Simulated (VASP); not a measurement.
# Ru: single point with PBEsol

The system is Ru.

```
Ru
1.0
     2.76500    0.00000    0.00000
    -1.38250    2.39456    0.00000
     0.00000    0.00000    4.76270
Ru
2
Direct
  0.33333 0.66667 0.25000
  0.66667 0.33333 0.75000
```

- Program: VASP 6.6.1
- Task: single point
- Functional: PBEsol
- Potentials or basis: VASP PAW PBE potentials, release 64 (Ru_pv)
- Cutoff: 520 eV
- k mesh: 18 × 18 × 10
- Occupations: gaussian, width 0.15 eV
- Spin: no spin polarisation
- Dipole correction: no
- Further INCAR settings: ALGO = Fast; EDIFF = 1e-06; NBANDS = 21

```json
{
 "Pressure": "-37.5 GPa",
 "Band gap on the k mesh": "zero (band 14 reaches 11.37 eV, above the bottom of band 15 at 9.09 eV)"
}
```

Stress tensor (GPa, compression positive):
```
-29.12   0.00   0.00
  0.00 -29.12   0.00
  0.00   0.00 -54.34
```

Levels at points of the mesh, in eV from the Fermi level:
| k point | band 10 | band 11 | band 12 | band 13 | band 14 | band 15 | band 16 | band 17 | band 18 | band 19 |
| --- | --- | --- | --- | --- | --- | --- | --- | --- | --- | --- |
| (0.00, 0.00, 0.00) | -2.03 | -2.03 | -1.64 | -1.64 | -0.60 | -0.60 | 0.37 | 0.95 | 0.95 | 7.44 |
| (0.50, 0.00, 0.00) | -2.09 | -1.91 | -1.57 | -1.28 | 1.21 | 1.53 | 1.73 | 3.48 | 5.31 | 9.67 |
| (0.00, 0.00, 0.50) | -2.62 | -2.04 | -2.04 | -2.04 | -2.04 | 0.43 | 0.43 | 0.43 | 0.43 | 10.51 |
| (0.50, 0.00, 0.50) | -3.89 | -0.60 | -0.60 | 0.38 | 0.38 | 1.64 | 1.64 | 2.90 | 2.90 | 9.07 |

Wall time 78 s on 1 thread of Intel(R) Xeon(R) Platinum 8488C (Sapphire Rapids) (shared host), peak memory 0.23 GiB.

Caveat: the PAW data sets were made with another functional, which shifts forces and pressure a little.
